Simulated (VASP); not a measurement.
The system is LiH.

```xyz
2
Lattice="0.0000 1.9985 1.9985 1.9985 0.0000 1.9985 1.9985 1.9985 0.0000" Properties=species:S:1:pos:R:3 pbc="T T T"
Li    0.0000    0.0000    0.0000
H     1.9985    1.9985    1.9985
```

Program: VASP 6.6.1. Alike in all runs: task single point; potentials or basis VASP PAW PBE potentials, release 64 (Li_sv, H); no spin polarisation; cell as given; cutoff (eV) 520; smearing gaussian 0.01 eV.

**Question.** Order these runs on this cell by their band gap on the k mesh, lowest first.
A. level PBE-based screened hybrid with 40 % exact exchange; k mesh 6 × 6 × 6; grid for exact exchange (PRECFOCK) Normal; share of exact exchange 0.4; screening parameter 0.2078 1/Å
B. level PBE; k mesh 4 × 4 × 4
C. level r2SCAN; k mesh 8 × 8 × 8
D. level PBEsol; k mesh 8 × 8 × 8
E. level PBE; k mesh 5 × 5 × 5

**Answer.** D (2.74 eV), B (2.96 eV), C (3.58 eV), E (4.00 eV), A (4.59 eV).

Caveats: some runs use coarse meshes; an odd mesh through Γ misses points on the zone boundary, where band edges can lie (at least some runs).

A k mesh can miss the band edges, odd and even meshes differently.
